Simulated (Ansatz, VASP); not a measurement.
**BeSO: VASP beside Ansatz**

INCAR

```
SYSTEM = BeSO
ALGO = Normal ; EDIFF = 1E-7
EDIFFG = -0.04 ; ENCUT = 600
GGA = PE ; GGA_COMPAT = .FALSE.
IBRION = 2 ; ISIF = 3
ISMEAR = 0 ; LASPH = .TRUE.
LCHARG = .FALSE. ; LREAL = .FALSE.
LWAVE = .FALSE. ; NELM = 120
NELMIN = 4 ; NSW = 90
PREC = Accurate ; SIGMA = 0.1
```

File KPOINTS:

```
k-points
0
G
  6 6 4
  0 0 0
```

File POSCAR:

```
BeSO
1.0
    3.3353596700      0.0000000000      0.0000000000
    0.0000000000      3.3353596700      0.0000000000
    0.0000000000      0.0000000000      4.3920845300
Be S O
1 1 1
Direct
    0.0000000000      0.0000000000      0.5000000000
    0.0000000000      0.0000000000      0.0000000000
    0.5000000000      0.5000000000      0.0000000000
```

Input for Ansatz:

```yaml
crystal:
  lattice:
    - [3.33535967, 0.0, 0.0]
    - [0.0, 3.33535967, 0.0]
    - [0.0, 0.0, 4.39208453]
  atoms:
    - { symbol: Be, position: [0.0, 0.0, 0.5] }
    - { symbol: S, position: [0.0, 0.0, 0.0] }
    - { symbol: O, position: [0.5, 0.5, 0.0] }
basis:
  ecutwfc: 420
kpoints:
  mp_grid: { grid: [6, 6, 4] }
hamiltonian:
  xc: pbe
scf:
  occupations: { method: gaussian, width: 0.1 }
  lower_state_search: "off"
output:
  forces: true
  stress: true
  eigenvalues: true
relax:
  adjacent_minimum: "off"
  f_tol: 0.04
  max_steps: 70
  cell: { stress_tol: 0.4 }
```

Alike in both runs: task relaxation of cell and atoms; functional PBE; k mesh 6 × 6 × 4; occupations gaussian, width 0.1 eV; no spin polarisation.

|  | VASP | Ansatz |
| --- | --- | --- |
| version | VASP 6.6.1 | Ansatz 0.2.0 |
| potentials or method | VASP PAW PBE potentials, release 64 (Be, S, O), cutoff 600 eV | scalar-relativistic, plane waves, PAW |
| valence electrons in the cell | 14 | 14 |

Ansatz gave:

| Item | Value |
| --- | --- |
| gap on the k mesh at the Fermi level, each at its own relaxed structure (eV) | none |
| relaxed volume (Å³/atom) | 14.00 |
| relaxed cell length with the largest relative difference (Å) | 3.335 |

**Question.** Which values does VASP return?

**Answer.** gap on the k mesh at the Fermi level, each at its own relaxed structure (eV): none; relaxed volume (Å³/atom): 13.92; relaxed cell length with the largest relative difference (Å): 3.325.

A gap of «none» marks a metal or a gap that the smearing closes.
